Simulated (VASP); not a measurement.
# SiC30 (a cell with a defect) in VASP: notebook

The runs below take SiC30 (a cell with a defect) through single point, with PBE+D3(BJ).

Everything below comes from runs of VASP 6.6.1. Logs are shortened: lines on timing, memory, paths and dates and some standing lists are left out, and cuts for length are marked.

## Step 1: The cell of the first run

The cell holds a defect, 31 atoms: a = 6.613 Å, b = 6.619 Å, c = 6.619 Å, α = 96.28°, β = 96.34°, γ = 96.34°.

## Step 2: Single point, PBE+D3(BJ)

Input file INCAR:

```
PREC     = Accurate       # precision mode
ENCUT    = 520            # plane-wave cutoff, eV
EDIFF    = 1E-6           # SCF threshold, eV
ISMEAR   = 0              # smearing method
SIGMA    = 0.02           # smearing width, eV
LREAL    = Auto         
LASPH    = T              # aspherical terms in the spheres
NELM     = 100            # most SCF steps
ALGO     = Normal         # electronic algorithm
ISIF     = 2              # what is computed and relaxed
LWAVE    = F              # write WAVECAR
LCHARG   = F              # write CHGCAR
GGA      = PE             # functional
IVDW     = 12             # dispersion correction
NBANDS   = 83             # bands
```

Input file KPOINTS:

```
Automatic mesh
0
Gamma
  2 2 2
  0.5 0.5 0.5
```

Input file POSCAR:

```
SiC30
1.0
    5.6709571555      0.0000000000     -3.4026574436
   -2.8677434780     -4.9298468454     -3.3594911955
   -2.8677434780      4.9298468454     -3.3594911955
Si C
1 30
Direct
    0.3759824780      0.1220067824      0.5010909728
    0.6777081690      0.8092418975      0.5509073001
    0.9259942855      0.5458681137      0.5509335855
    0.4049469957      0.2556334401      0.2634701947
    0.1866077439      0.3038857689      0.5777131397
    0.6824797678      0.0443920470      0.2931135668
    0.9255780943      0.7898951389      0.2979433448
    0.4107336727      0.5304582298      0.0358584833
    0.1705181319      0.5296191716      0.2954567247
    0.6684117000      0.2910043828      0.0363826796
    0.9177452107      0.0377661975      0.0427988082
    0.4025233915      0.7857990759      0.7792714898
    0.1622332695      0.7790580710      0.0399265900
    0.6655702781      0.5475034248      0.7905257818
    0.9155154250      0.2951273114      0.7976380542
    0.1551432557      0.0313504313      0.7946013229
    0.6138363103      0.9887226490      0.4723942356
    0.8417738796      0.7141138709      0.4668926005
    0.0983663767      0.4586962212      0.4750516988
    0.5844221467      0.2001419166      0.1950356728
    0.8414981851      0.9538451530      0.2095009340
    0.0872416685      0.6972043715      0.2122227737
    0.5798306545      0.4548228987      0.9521975793
    0.3266007398      0.4352532164      0.1998321098
    0.8352537918      0.2072287594      0.9603109780
    0.0803843094      0.9498108913      0.9625187912
    0.5821083930      0.7148588353      0.7070283689
    0.3267432966      0.6987435390      0.9517232033
    0.8379664648      0.4657338881      0.7156203528
    0.0832137107      0.2133465247      0.7226351657
    0.2996970229      0.9404968296      0.6910322846
```

Potentials or basis: VASP PAW PBE potentials, release 64 (Si, C).

On the command line:

```bash
$ cat potpaw_PBE.64/Si/POTCAR potpaw_PBE.64/C/POTCAR > POTCAR
$ mpirun -np 1 vasp_std > vasp.out
```

OUTCAR:

```text
PREC = Accurate
   ENCUT = 520
   EDIFF = 1E-6
   ISMEAR = 0
   LREAL = Auto
   LASPH = T
   NELM = 100
   ISIF = 2
   GGA = PE
   IVDW = 12
 IVDW          = 12

 ion  position               nearest neighbor table
   1  0.376  0.122  0.501-   5 1.90  31 1.90  17 1.90   4 1.90
   2  0.678  0.809  0.551-  27 1.43  17 1.43  18 1.45
   3  0.926  0.546  0.551-  29 1.42  18 1.44  19 1.45
   4  0.405  0.256  0.263-  20 1.39  24 1.43   1 1.90
   5  0.187  0.304  0.578-  30 1.39  19 1.43   1 1.90
   6  0.682  0.044  0.293-  17 1.39  21 1.40  20 1.45
   7  0.926  0.790  0.298-  18 1.42  21 1.42  22 1.43
[... 22 lines left out ...]
  30  0.083  0.213  0.723-   5 1.39  15 1.40  16 1.45
  31  0.300  0.940  0.691-  16 1.39  12 1.43   1 1.90

  LATTYP: Found a base centered monoclinic cell.
 ALAT       =     8.8340554103
 B/A-ratio  =     1.1161005034
 C/A-ratio  =     0.7486322134
 COS(beta)  =    -0.1654005518

  Lattice vectors:

 A1 = (  -2.8677434780,  -4.9298468454,  -3.3594911955)
 A2 = (  -2.8677434780,   4.9298468454,  -3.3594911955)
 A3 = (   5.6709571555,   0.0000000000,  -3.4026574436)

Analysis of symmetry for initial positions (statically):
=====================================================================
 Subroutine PRICEL returns:
 Original cell was already a primitive cell.

 Routine SETGRP: Setting up the symmetry group for a
 base centered monoclinic supercell.

 Subroutine GETGRP returns: Found  1 space group operations
 (whereof  1 operations were pure point group operations)
 out of a pool of  4 trial point group operations.

The static configuration has the point symmetry C_1 .

Analysis of symmetry for dynamics (positions and initial velocities):
=====================================================================
 Subroutine PRICEL returns:
 Original cell was already a primitive cell.

 Routine SETGRP: Setting up the symmetry group for a
 base centered monoclinic supercell.

 Subroutine GETGRP returns: Found  1 space group operations
 (whereof  1 operations were pure point group operations)
 out of a pool of  4 trial point group operations.

The dynamic configuration has the point symmetry C_1 .

 Subroutine INISYM returns: Found  1 space group operations
 (whereof  1 operations are pure point group operations),
 and found     1 'primitive' translations

[... 136 lines left out ...]
   NFREE  =      0    steps in history (QN), initial steepest desc. (CG)
   ISIF   =      2    stress and relaxation
   ISYM   =      2    0-nonsym 1-usesym 2-fastsym
   POTIM  = 0.5000    time-step for ionic-motion
   TEBEG  =    0.0;   TEEND  =   0.0 temperature during run
   PSTRESS=    0.0 pullay stress
   NELECT =     124.0000    total number of electrons
   NUPDOWN=      -1.0000    fix difference up-down
   EMIN   =  10.00;   EMAX   =-10.00  energy-range for DOS
   EFERMI =   0.00;   METHOD = LEGACY
   ISMEAR =     0;   SIGMA  =   0.02  broadening in eV -4-tet -1-fermi 0-gaus
   EFERMI_NEDOS =   21; number of points for ismear=-14 and -15
   IALGO  =     38    algorithm
   IMIX   =      4    mixing-type and parameters
     AMIX     =   0.40;   BMIX     =  1.00
     AMIX_MAG =   1.60;   BMIX_MAG =  1.00
  volume/ion in A,a.u.               =       9.16        61.83
  Fermi-wavevector in a.u.,A,eV,Ry     =   1.241888  2.346828 20.984074  1.542286
  Thomas-Fermi vector in A             =   2.376266
   LORBIT       =      0    0 simple, 1 ext, 2 COOP (PROOUT), +10 PAW based schemes
   GGA     = PE    functional components
   LHFCALC =     F    Hartree Fock is set to
   AEXX    =    0.0000 exact exchange contribution
   IVDW    =    12    specifies the selected vdW correction
   LEPSILON=     F    determine dielectric tensor
   LRPA    =     F    only Hartree local field effects (RPA)
 non-spin polarized calculation
 Gauss-broadening in eV      SIGMA  =   0.02
  energy-cutoff  :      520.00
  volume of cell :      284.05
 maximum number of plane-waves:      7645
 NGX is ok and might be reduce to    50
   NGX = 25   NGY = 25   NGZ = 25

 number of electron     124.0000001 magnetization

 Free energy of the ion-electron system (eV)
  ---------------------------------------------------
  ext. energy  EPLUGINS =         0.00000000
  ---------------------------------------------------
  free energy    TOTEN  =      -277.09392469 eV

  energy without entropy =     -277.09392469  energy(sigma->0) =     -277.09392469

 E-fermi :   4.2906     XC(G=0): -10.2772

 val. band max:        4.1253197533   @ k =   0.2500  -0.2500   0.2500
 cond. band min:       4.6435703791   @ k =   0.2500  -0.2500   0.2500
 fundamental gap:      0.5182506258
 Fermi energy:         4.2905550422

 k-point     1 :       0.2500    0.2500    0.2500
  band No.  band energies     occupation
      1     -14.6120      2.00000
      2     -13.3760      2.00000
      3     -13.3609      2.00000
      4     -13.2910      2.00000
      5     -13.1054      2.00000
      6     -12.7587      2.00000
[... 297 lines left out ...]
     73       9.6180      0.00000
     74       9.8310      0.00000
 [bands above 74 left out]

------------------------ aborting loop because EDIFF is reached ----------------------------------------

 Edisp (eV)   -4.97457

 E8    (eV) :    -1.4513

  FORCE on cell =-STRESS in cart. coord.  units (eV):
  Direction    XX          YY          ZZ          XY          YZ          ZX
  --------------------------------------------------------------------------------------
  -------------------------------------------------------------------------------------
  Total      13.37669    -6.31824    -1.05951   -17.16269    -0.25502    -0.27417
  in kB      75.45021   -35.63758    -5.97611   -96.80484    -1.43840    -1.54645
  external pressure =       11.28 kB  Pullay stress =        0.00 kB

 VOLUME and BASIS-vectors are now :
 -----------------------------------------------------------------------------
  energy-cutoff  :      520.00
  volume of cell :      284.05
      direct lattice vectors                 reciprocal lattice vectors
     5.670957156  0.000000000 -3.402657444     0.116610618  0.000000000 -0.099541663
    -2.867743478 -4.929846845 -3.359491195    -0.059054477 -0.101423029 -0.098421722
    -2.867743478  4.929846845 -3.359491195    -0.059054477  0.101423029 -0.098421722

 POSITION                                       TOTAL-FORCE (eV/Angst)
 -----------------------------------------------------------------------------------
      0.34530      1.86883     -3.37263        -0.002227     -0.002796     -0.008141
     -0.05731     -1.27355     -6.87542         0.000609      0.003371     -0.001212
      2.10593      0.02497     -6.83554         0.009094     -0.011806     -0.000435
      0.80778      0.03863     -3.12182        -0.035103      0.045424      0.008924
     -1.46995      1.34993     -3.59669         0.039613     -0.012078     -0.011255
      2.90243      1.22616     -3.45609         0.008974     -0.012337     -0.003026
[... 23 lines left out ...]
     -2.21225      2.51072     -3.42757        -0.003913      0.013242     -0.006256
     -2.97924     -1.22982     -6.50087         0.022688     -0.041299      0.008548
 -----------------------------------------------------------------------------------
    total drift:                               -0.014411      0.007672      0.002649

  FREE ENERGIE OF THE ION-ELECTRON SYSTEM (eV)
  ---------------------------------------------------
  free  energy   TOTEN  =      -282.0684932677 eV

  energy  without entropy=     -282.0684932677  energy(sigma->0) =     -282.06849327
```

stdout:

```text
POSCAR found type information on POSCAR SiC
 POSCAR found :  2 types and      31 ions
 scaLAPACK will be used
 LDA part: xc-table for (Slater+PW92), standard interpolation
 POSCAR, INCAR and KPOINTS ok, starting setup
 FFT: planning ... GRIDC
 FFT: planning ... GRID_SOFT
 FFT: planning ... GRID
 WAVECAR not read
 entering main loop
```

Wall time 3.5 min (1 thread of Intel Xeon 8259CL, shared host); peak memory 0.36 GiB.

What came out:

* Free energy: -282.0685 eV
* Pressure: 1.1 GPa
* Largest force: 0.058 eV/Å
* Band gap on the k mesh: 0.52 eV
* Dispersion energy per atom: -0.160 eV

Forces on the atoms (eV/Å):
```
Si  -0.002 -0.003 -0.008
C    0.001  0.003 -0.001
C    0.009 -0.012  0.000
C   -0.035  0.045  0.009
C    0.040 -0.012 -0.011
C    0.009 -0.012 -0.003
C    0.003 -0.002 -0.003
C    0.002 -0.002 -0.003
C    0.003  0.000 -0.005
C   -0.008 -0.002  0.004
C   -0.005 -0.001  0.001
C    0.013 -0.004 -0.002
C   -0.001  0.000  0.002
C    0.002 -0.008  0.005
C   -0.002 -0.003  0.009
C   -0.018 -0.002  0.004
C   -0.039  0.004 -0.016
C   -0.004  0.006  0.000
C    0.000  0.001  0.007
C    0.027  0.002 -0.006
C    0.003  0.001  0.005
C    0.001 -0.003 -0.001
C    0.003  0.005  0.006
C   -0.002  0.007  0.004
C   -0.002  0.008  0.003
C   -0.006  0.008 -0.001
C   -0.003  0.002 -0.002
C    0.001  0.000 -0.002
C   -0.006  0.000  0.005
C   -0.004  0.013 -0.006
C    0.023 -0.041  0.009
```

Stress tensor (GPa, compression positive):
```
 7.55 -9.68 -0.15
-9.68 -3.56 -0.14
-0.15 -0.14 -0.60
```

(Continued in part 2 of 2.)
